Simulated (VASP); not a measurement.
A run of VASP 6.6.1:

File INCAR:

```
SYSTEM = MoS2
PREC = Accurate
ENCUT = 520
EDIFF = 1E-7
ISMEAR = 0
SIGMA = 0.15
LREAL = .False.
LASPH = .True.
NELM = 100
ALGO = Normal
ISIF = 2
LWAVE = .False.
LCHARG = .False.
GGA = PS
NBANDS = 49
```

The input KPOINTS:

```
Automatic mesh
0
Gamma
  17 17 3
  0 0 0
```

Contents of POSCAR:

```
MoS2
1.0
   -1.5602034497     -2.7023516451      0.0000000000
    1.5602034497     -2.7023516451      0.0000000000
    0.0000000000      0.0000000000     24.2580752127
Mo S
3 6
Direct
    0.3333333333      0.3333333333      0.1254558249
    0.6666666667      0.6666666667      0.3763423861
    0.0000000000      1.0000000000      0.6272289473
    1.0000000000      1.0000000000      0.4423431015
    0.3333333333      0.3333333333      0.6932296627
    0.6666666667      0.6666666667      0.1914565403
    1.0000000000      1.0000000000      0.0594551095
    0.3333333333      0.3333333333      0.3103416707
    0.6666666667      0.6666666667      0.5612282318
```

Potentials or basis: VASP PAW PBE potentials, release 64 (Mo_sv, S).

The run is started by

```bash
$ cat potpaw_PBE.64/Mo_sv/POTCAR potpaw_PBE.64/S/POTCAR > POTCAR
$ mpirun -np 1 vasp_std > vasp.out
```

Hardware: 1 thread of Intel Xeon 8259CL, on a shared host.

Problem. How long does it take, and how much memory?

Solution. Wall time 41 min on 1 thread of Intel Xeon 8259CL, on a shared host, peak memory 0.77 GiB. Counts: scf iterations 24, k points 90.
